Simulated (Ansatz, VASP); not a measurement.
**Two plane-wave programs on As**

```
As
1.0
     3.57491    0.00000    0.00000
    -1.78745    3.06500    0.00000
     0.00000    0.00000   26.41564
As
2
Direct
  0.33304 0.66609 0.32053
  0.66696 0.33391 0.37254
```

Change from the starting cell: uniaxial_y strain -1.0%.

Alike in both runs: task single point; functional HSE06; k mesh 6 × 6 × 1; no spin polarisation.

```csv
,VASP,Ansatz
version,VASP 6.6.1,Ansatz 0.2.0
potentials or method,"VASP PAW PBE potentials, release 64 (As)","plane waves, PAW"
plane-wave cutoff (eV),520,420
occupations,"gaussian, width 0.01 eV",fixed
valence electrons in the cell,10,30
```

```tsv
	VASP	Ansatz	Ansatz less VASP
gap on the k mesh at the Fermi level (eV)	2.16	2.14	-0.017
rms of the force components (eV/Å)	0.049	0.052	+0.0032
```

Atom by atom the forces differ by 0.003 eV/Å (rms over components). VASP's potentials hold 10 valence electrons a cell and Ansatz's 30, so a difference there can come from the potentials and not from the codes. Ansatz's warnings: stress exchange threshold loose, stress scf threshold loose.
